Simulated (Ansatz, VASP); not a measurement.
**One calculation of LaRu3, two programs**

```
CELL_PARAMETERS angstrom
0.00000 3.24203 3.24203
3.24203 0.00000 3.24203
3.24203 3.24203 0.00000
ATOMIC_POSITIONS crystal
La 0.00000 0.00000 0.00000
Ru 0.50000 0.50000 0.50000
Ru 0.25000 0.25000 0.25000
Ru 0.75000 0.75000 0.75000
```

Alike in both runs: task single point; functional PBEsol; k mesh 8 × 8 × 8; occupations gaussian, width 0.05 eV; no spin polarisation.

|  | VASP | Ansatz |
| --- | --- | --- |
| version | VASP 6.6.1 | Ansatz 0.2.0 |
| potentials or method | VASP PAW PBE potentials, release 64 (La, Ru_pv), cutoff 520 eV | scalar-relativistic, plane waves, PAW |
| valence electrons in the cell | 53 | 59 |

|  | VASP | Ansatz | Ansatz less VASP |
| --- | --- | --- | --- |
| gap on the k mesh at the Fermi level (eV) | none | none | - |
| pressure (GPa) | -3.2 | -3.3 | -0.08 |

VASP's potentials were made for PBE, not for PBEsol. A gap of «none» marks a metal or a gap that the smearing closes. With one functional, cell and mesh, what is left measures potentials, basis and numerics. VASP's potentials hold 53 valence electrons a cell and Ansatz's 59, so a difference there can come from the potentials and not from the codes.

Neither program's run includes spin-orbit coupling.
